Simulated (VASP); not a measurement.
# ZrC (I4/mmm) in VASP: a series of runs

Runs on ZrC. Level: PBEsol. Tasks: single point.

Program: VASP 6.6.1. These are calculated values, not measurements. Logs are shortened: lines on timing, memory, paths and dates and some standing lists are left out, and cuts for length are marked.

**1. The cell of the first run**

The structure is tetragonal, space group I4/mmm (No. 139). Conventional cell: a = 3.837 Å, b = 3.837 Å, c = 3.527 Å, α = 90.00°, β = 90.00°, γ = 90.00°. Zr (site symmetry 4/mmm) has 2 C at 1.76 Å within 2.3 Å. C (site symmetry 4/mmm) has 2 Zr at 1.76 Å within 2.3 Å.

**2. Single point, PBEsol**

The input, INCAR:

```
SYSTEM = ZrC
ALGO = Normal ; EDIFF = 1E-6
ENCUT = 520 ; GGA = PS
ISIF = 2 ; ISMEAR = 0
LASPH = .True. ; LCHARG = .False.
LREAL = .False. ; LWAVE = .False.
NBANDS = 15 ; NELM = 100
PREC = Accurate ; SIGMA = 0.15
```

The input, KPOINTS:

```
k-points
0
Gamma
  20 20 20
  0 0 0
```

The input, POSCAR:

```
ZrC
1.0
    0.0000000000      2.7131192595      1.7635275187
    2.7131192595      0.0000000000      1.7635275187
    2.7131192595      2.7131192595      0.0000000000
Zr C
1 1
Direct
    0.5000000000      0.5000000000      0.5000000000
    0.0000000000      0.0000000000      0.0000000000
```

Potentials or basis: VASP PAW PBE potentials, release 64 (Zr_sv, C).

Started as:

```bash
> cat potpaw_PBE.64/Zr_sv/POTCAR potpaw_PBE.64/C/POTCAR > POTCAR
> mpirun -np 1 vasp_std > vasp.out
```

OUTCAR:

```text
SYSTEM = ZrC
   EDIFF = 1E-6
   ENCUT = 520
   GGA = PS
   ISIF = 2
   ISMEAR = 0
   LASPH = .True.
   LREAL = .False.
   NELM = 100
   PREC = Accurate

 ion  position               nearest neighbor table
   1  0.500  0.500  0.500-   2 1.76   2 1.76   2 2.71   2 2.71   2 2.71   2 2.71
   2  0.000  0.000  0.000-   1 1.76   1 1.76   1 2.71   1 2.71   1 2.71   1 2.71

  LATTYP: Found a body centered tetragonal cell.
 ALAT       =     3.8369300531
 C/A-ratio  =     0.9192388156

  Lattice vectors:

 A1 = (   0.0000000000,  -2.7131192595,  -1.7635275187)
 A2 = (   0.0000000000,   2.7131192595,  -1.7635275187)
 A3 = (   2.7131192595,   0.0000000000,   1.7635275187)

Analysis of symmetry for initial positions (statically):
=====================================================================
 Subroutine PRICEL returns:
 Original cell was already a primitive cell.

 Routine SETGRP: Setting up the symmetry group for a
 body centered tetragonal supercell.

 Subroutine GETGRP returns: Found 16 space group operations
 (whereof 16 operations were pure point group operations)
 out of a pool of 16 trial point group operations.

The static configuration has the point symmetry D_4h.

Analysis of symmetry for dynamics (positions and initial velocities):
=====================================================================
 Subroutine PRICEL returns:
 Original cell was already a primitive cell.

 Routine SETGRP: Setting up the symmetry group for a
 body centered tetragonal supercell.

 Subroutine GETGRP returns: Found 16 space group operations
 (whereof 16 operations were pure point group operations)
 out of a pool of 16 trial point group operations.

The dynamic configuration has the point symmetry D_4h.

 Subroutine INISYM returns: Found 16 space group operations
 (whereof 16 operations are pure point group operations),
 and found     1 'primitive' translations

----------------------------------------------------------------------------------------

                                     Primitive cell

  volume of cell :      25.9627

  direct lattice vectors                    reciprocal lattice vectors
     0.000000000  2.713119259  1.763527519    -0.184289724  0.184289724  0.283522653
     2.713119259  0.000000000  1.763527519     0.184289724 -0.184289724  0.283522653
     2.713119259  2.713119259  0.000000000     0.184289724  0.184289724 -0.283522653

  length of vectors
     3.235899477  3.235899477  3.836930053     0.385111022  0.385111022  0.385111022

  position of ions in fractional coordinates (direct lattice)
     0.500000000  0.500000000  0.500000000
     0.000000000  0.000000000  0.000000000

  ion indices of the primitive-cell ions
   primitive index   ion index
                 1           1
                 2           2

----------------------------------------------------------------------------------------

 KPOINTS: k-points

Automatic generation of k-mesh.
 Grid dimensions read from file:
 generate k-points for:   20   20   20

 Generating k-lattice:

  Cartesian coordinates                     Fractional coordinates (reciprocal lattice)
    -0.009214486  0.009214486  0.014176133     0.050000000  0.000000000  0.000000000
     0.009214486 -0.009214486  0.014176133     0.000000000  0.050000000  0.000000000
     0.009214486  0.009214486 -0.014176133     0.000000000  0.000000000  0.050000000

  Length of vectors
     0.019255551  0.019255551  0.019255551

  Shift w.r.t. Gamma in fractional coordinates (k-lattice)
     0.000000000  0.000000000  0.000000000

 Subroutine IBZKPT returns following result:
 ===========================================

 Found    641 irreducible k-points:

 Following reciprocal coordinates:
            Coordinates               Weight
  0.000000  0.000000  0.000000      1.000000
  0.050000  0.000000  0.000000      8.000000
  0.100000  0.000000  0.000000      8.000000
  0.150000  0.000000  0.000000      8.000000
  0.200000  0.000000  0.000000      8.000000
  0.250000  0.000000  0.000000      8.000000
[... 16 lines left out ...]
 -0.400000  0.050000  0.000000      8.000000
 -0.350000  0.050000  0.000000      8.000000
 [... further k-points ...]
   k-points           NKPTS =    641   k-points in BZ     NKDIM =    641   number of bands    NBANDS=     15
   number of dos      NEDOS =    301   number of ions     NIONS =      2
   total plane-waves  NPLWV =  17280
   dimension x,y,z NGX =    24 NGY =   24 NGZ =   30
   dimension x,y,z NGXF=    48 NGYF=   48 NGZF=   60
   ions per type =               1   1
   NGX,Y,Z   is equivalent  to a cutoff of  12.33, 12.33, 13.00 a.u.
   NGXF,Y,Z  is equivalent  to a cutoff of  24.66, 24.66, 26.00 a.u.
 SYSTEM =  ZrC
   PREC   = accura    normal or accurate (medium, high low for compatibility)
   ISTART =      0    job   : 0-new  1-cont  2-samecut
   ICHARG =      2    charge: 1-file 2-atom 10-const
   ISPIN  =      1    spin polarized calculation?
   LNONCOLLINEAR =      F non collinear calculations
   LSORBIT =      F    spin-orbit coupling
   LASPH  =      T    aspherical Exc in radial PAW
   ENCUT  =  520.0 eV  38.22 Ry    6.18 a.u.   6.02  6.02  7.13*2*pi/ulx,y,z
   NELM   =    100;   NELMIN=  2; NELMDL= -5     # of ELM steps
   EDIFF  = 0.1E-05   stopping-criterion for ELM
   LREAL  =      F    real-space projection
   EDIFFG = 0.1E-04   stopping-criterion for IOM
   NSW    =      0    number of steps for IOM
   IBRION =     -1    ionic relax: 0-MD 1-quasi-New 2-CG
   NFREE  =      0    steps in history (QN), initial steepest desc. (CG)
   ISIF   =      2    stress and relaxation
   ISYM   =      2    0-nonsym 1-usesym 2-fastsym
   POTIM  = 0.5000    time-step for ionic-motion
   TEBEG  =    0.0;   TEEND  =   0.0 temperature during run
   PSTRESS=    0.0 pullay stress
   NELECT =      16.0000    total number of electrons
   NUPDOWN=      -1.0000    fix difference up-down
   EMIN   =  10.00;   EMAX   =-10.00  energy-range for DOS
   EFERMI =   0.00;   METHOD = LEGACY
   ISMEAR =     0;   SIGMA  =   0.15  broadening in eV -4-tet -1-fermi 0-gaus
   EFERMI_NEDOS =   21; number of points for ismear=-14 and -15
   IALGO  =     38    algorithm
   IMIX   =      4    mixing-type and parameters
     AMIX     =   0.40;   BMIX     =  1.00
     AMIX_MAG =   1.60;   BMIX_MAG =  1.00
  volume/ion in A,a.u.               =      12.98        87.60
  Fermi-wavevector in a.u.,A,eV,Ry     =   1.393151  2.632673 26.407131  1.940869
  Thomas-Fermi vector in A             =   2.516825
   LORBIT       =      0    0 simple, 1 ext, 2 COOP (PROOUT), +10 PAW based schemes
   GGA     = PS    functional components
   LHFCALC =     F    Hartree Fock is set to
   AEXX    =    0.0000 exact exchange contribution
   IVDW    =     0    specifies the selected vdW correction
   LEPSILON=     F    determine dielectric tensor
   LRPA    =     F    only Hartree local field effects (RPA)
 non-spin polarized calculation
 Gauss-broadening in eV      SIGMA  =   0.15
  energy-cutoff  :      520.00
  volume of cell :       25.96
 maximum number of plane-waves:       715
   NGX = 11   NGY = 11   NGZ = 15

 number of electron      16.0000000 magnetization

 Free energy of the ion-electron system (eV)
  ---------------------------------------------------
  ext. energy  EPLUGINS =         0.00000000
  ---------------------------------------------------
  free energy    TOTEN  =       -15.45240137 eV

  energy without entropy =      -15.44394001  energy(sigma->0) =      -15.44817069

 E-fermi :  10.2962     XC(G=0): -12.0073

 val. band max:       10.2919261868   @ k =   0.3000   0.0000   0.2500
 cond. band min:      10.2977919937   @ k =  -0.2000   0.3000   0.1000
 fundamental gap:      0.0058658070
 Fermi energy:        10.2961863998

 k-point     1 :       0.0000    0.0000    0.0000
  band No.  band energies     occupation
      1     -38.3324      2.00000
      2     -17.3648      2.00000
      3     -15.9585      2.00000
      4     -15.9585      2.00000
      5      -2.0448      2.00000
      6       8.2182      2.00000
      7       9.1545      2.00000
      8       9.1545      2.00000
      9       9.9449      1.99907
     10      10.2188      1.53448
     11      10.2188      1.53447
     12      13.6552      0.00000
     13      14.5377      0.00000
     14      22.0263      0.00000
     15      25.3804      0.00000

 k-point     2 :       0.0500    0.0000    0.0000
  band No.  band energies     occupation
      1     -38.3297      2.00000
      2     -17.3787      2.00000
      3     -15.9681      2.00000
      4     -15.9649      2.00000
      5      -1.9664      2.00000
      6       7.9408      2.00000
      7       8.6282      2.00000
      8       9.0150      2.00000
      9      10.0737      1.96405
     10      10.7142      0.00008
     11      10.7679      0.00001
     12      13.6006      0.00000
     13      14.3969      0.00000
     14      22.0894      0.00000
     15      25.4212      0.00000

 k-point     3 :       0.1000    0.0000    0.0000
  band No.  band energies     occupation
      1     -38.3217      2.00000
      2     -17.4196      2.00000
      3     -15.9943      2.00000
      4     -15.9832      2.00000
      5      -1.7349      2.00000
      6       7.2942      2.00000
      7       7.8734      2.00000
      8       8.9652      2.00000
      9      10.3020      0.95607
     10      11.6260      0.00000
     11      11.7454      0.00000
     12      13.4571      0.00000
     13      14.0294      0.00000
     14      22.1797      0.00000
     15      25.3428      0.00000
[... 343 lines left out ...]
 k-point    23 :      -0.4000    0.0500    0.0000
  band No.  band energies     occupation
      1     -38.2283      2.00000
      2     -17.8993      2.00000
      3     -16.2122      2.00000
      4     -16.2000      2.00000
      5       1.3959      2.00000
      6       4.0887      2.00000
      7       5.1236      2.00000
      8       7.2578      2.00000
      9      12.5673      0.00000
     10      14.0968      0.00000
     11      14.4612      0.00000
     12      17.5110      0.00000
     13      17.5777      0.00000
     14      18.2959      0.00000
     15      22.0822      0.00000

 k-point    24 :      -0.3500    0.0500    0.0000
  band No.  band energies     occupation
      1     -38.2409      2.00000
      2     -17.8182      2.00000
      3     -16.2000      2.00000
      4     -16.1740      2.00000
      5       0.6439      2.00000
      6       4.4045      2.00000
      7       5.4074      2.00000
      8       8.1370      2.00000
      9      12.7391      0.00000
     10      13.3651      0.00000
     11      13.8628      0.00000
     12      16.6571      0.00000
     13      16.6608      0.00000
     14      18.8731      0.00000
     15      23.1750      0.00000

 [... further k-points ...]

------------------------ aborting loop because EDIFF is reached ----------------------------------------

  FORCE on cell =-STRESS in cart. coord.  units (eV):
  Direction    XX          YY          ZZ          XY          YZ          ZX
  --------------------------------------------------------------------------------------
  -------------------------------------------------------------------------------------
  Total       -2.7747585     -2.7747585     34.2261694      0.0000000     -0.0000000      0.0000000
  in kB     -171.2323290   -171.2323290   2112.1213786      0.0000000     -0.0000000      0.0000000
  external PRESSURE =     589.8855735 kB  Pullay stress =       0.0000000 kB

 VOLUME and BASIS-vectors are now :
 -----------------------------------------------------------------------------
  energy-cutoff  :      520.00
  volume of cell :       25.96
      direct lattice vectors                 reciprocal lattice vectors
     0.000000000  2.713119259  1.763527519    -0.184289724  0.184289724  0.283522653
     2.713119259  0.000000000  1.763527519     0.184289724 -0.184289724  0.283522653
     2.713119259  2.713119259  0.000000000     0.184289724  0.184289724 -0.283522653

 POSITION                                       TOTAL-FORCE (eV/Angst)
 -----------------------------------------------------------------------------------
      2.71312      2.71312      1.76353        -0.000000      0.000000      0.000000
      0.00000      0.00000      0.00000         0.000000     -0.000000     -0.000000
 -----------------------------------------------------------------------------------
    total drift:                                0.000000     -0.000000      0.000000

  FREE ENERGIE OF THE ION-ELECTRON SYSTEM (eV)
  ---------------------------------------------------
  free  energy   TOTEN  =       -15.4524013667 eV

  energy  without entropy=      -15.4439400128  energy(sigma->0) =      -15.44817069
```

It took 4 min on 1 thread of Intel Xeon Platinum 8375C at 2.90GHz (Ice Lake), shared host; peak memory 0.36 GiB.

What came out:

| Item | Value |
| --- | --- |
| Free energy | -15.4524 eV |
| Pressure | 59.0 GPa |
| Band gap on the k mesh | zero (bands 8 and 9 overlap by 2.60 eV) |

Stress tensor (GPa, compression positive):
```
-17.12   0.00   0.00
  0.00 -17.12   0.00
  0.00   0.00 211.21
```

Caveat: the cell stands under pressure; the PAW data sets were made with another functional, which shifts forces and pressure a little.

**3. Single point, PBEsol**

This run uses another cell than the first one, of the same volume but with other edges.

The input, INCAR:

```
SYSTEM = ZrC
PREC = Accurate ; ENCUT = 520
EDIFF = 1E-6 ; ISMEAR = 0
SIGMA = 0.15 ; LREAL = .False.
LASPH = .True. ; NELM = 60
ALGO = Normal ; ISIF = 2
LWAVE = .False. ; LCHARG = .False.
GGA = PS ; NBANDS = 15
```

The input, KPOINTS:

```
regular mesh
0
Gamma
  20 20 20
  0 0 0
```

The input, POSCAR:

```
ZrC
1.0
    0.0000000000      2.0530975440      3.0796463160
    2.0530975440      0.0000000000      3.0796463160
    2.0530975440      2.0530975440      0.0000000000
Zr C
1 1
Direct
    0.5000000000      0.5000000000      0.5000000000
    0.0000000000      0.0000000000      0.0000000000
```

Potentials or basis: VASP PAW PBE potentials, release 64 (Zr_sv, C).

Started as:

```bash
> cat potpaw_PBE.64/Zr_sv/POTCAR potpaw_PBE.64/C/POTCAR > POTCAR
> mpirun -np 1 vasp_std > vasp.out
```

It took 3.9 min on 1 thread of Intel Xeon Platinum 8375C at 2.90GHz (Ice Lake), shared host; peak memory 0.36 GiB.

Results (log left out):

| Quantity | Value |
| --- | --- |
| Free energy | -17.7547 eV |
| Pressure | 57.3 GPa |
| Band gap on the k mesh | zero (bands 8 and 9 overlap by 2.41 eV) |

Stress tensor (GPa, compression positive):
```
100.16   0.00   0.00
  0.00 100.16   0.00
  0.00   0.00 -28.43
```

Levels at points of the mesh, in eV from the Fermi level:
```
           k point  band 5  band 6  band 7  band 8  band 9  band 10  band 11  band 12
(0.00, 0.00, 0.00)  -11.46   -1.61   -1.25   -0.31    1.61     1.61     3.17     3.17
(0.50, 0.00, 0.00)   -7.17   -5.52   -4.30   -3.71    4.06     4.96     5.02     7.12
(0.50, 0.50, 0.00)  -10.85   -3.73   -1.86    1.41    1.41     5.19     5.23     5.23
(0.50, 0.00, 0.50)  -11.01   -1.39   -0.70    0.07    0.95     2.42     3.39     8.60
```

Caveat: the cell stands under pressure; the PAW data sets were made with another functional, which shifts forces and pressure a little.
